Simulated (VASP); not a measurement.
Wanted: the native input for a VASP 6.6.1 run.

* Task: relaxation of the atoms
* Functional: r2SCAN
* Potentials or basis: VASP PAW PBE potentials, release 64 (Ga_d, P)
* Cutoff: 520 eV
* k mesh: 10 × 10 × 10
* Occupations: fermi-dirac, width 0.02 eV
* Spin: no spin polarisation
* Dipole correction: no
* Further INCAR settings: ALGO = Normal; EDIFF = 1e-06; IBRION = 2; EDIFFG = -0.01; NSW = 50

GaP:

```
Ga P
1.0
     0.00000    2.77917    2.77917
     2.77917    0.00000    2.77917
     2.77917    2.77917    0.00000
Ga P
1 1
Cartesian
  0.0000 0.0000 0.0000
  1.3896 1.3896 1.3896
```

The input as run:

POSCAR

```
GaP
1.0
    0.0000000000      2.7791739600      2.7791739600
    2.7791739600      0.0000000000      2.7791739600
    2.7791739600      2.7791739600      0.0000000000
Ga P
1 1
Direct
    0.0000000000      0.0000000000      0.0000000000
    0.2500000000      0.2500000000      0.2500000000
```

INCAR.step1

```
ALGO = Normal ; EDIFF = 1E-4
ENCUT = 520 ; GGA = PE
ISMEAR = -1 ; LASPH = True
LCHARG = False ; LREAL = False
LWAVE = True ; NELM = 80
PREC = Accurate ; SIGMA = 0.02
```

INCAR.step2

```
ALGO = Normal ; EDIFF = 1E-6
EDIFFG = -0.01 ; ENCUT = 520
IBRION = 2 ; ISIF = 2
ISMEAR = -1 ; ISTART = 1
LASPH = True ; LCHARG = False
LMIXTAU = True ; LREAL = False
LWAVE = False ; METAGGA = R2SCAN
NELM = 80 ; NSW = 50
PREC = Accurate ; SIGMA = 0.02
```

KPOINTS

```
k-points
0
Gamma
  10 10 10
```

Potentials or basis: VASP PAW PBE potentials, release 64 (Ga_d, P).

Command:

```bash
$ cat potpaw_PBE.64/Ga_d/POTCAR potpaw_PBE.64/P/POTCAR > POTCAR
$ cp INCAR.step1 INCAR
$ mpirun -np 1 vasp_std > vasp.out
$ cp INCAR.step2 INCAR
$ mpirun -np 1 vasp_std > vasp.out
```

Results of the run:

```
Pressure after relaxing : -4.5 GPa
Band gap on the k mesh  : 1.83 eV
```

Caveat: the relaxation stopped at its first step, so nothing moved; the PAW data sets were made with another functional, which shifts forces and pressure a little.

Wall time 97 s on 1 thread of Intel(R) Xeon(R) Platinum 8259CL CPU @ 2.50GHz (Skylake/Cascade Lake), on a shared host, peak memory 0.19 GiB.
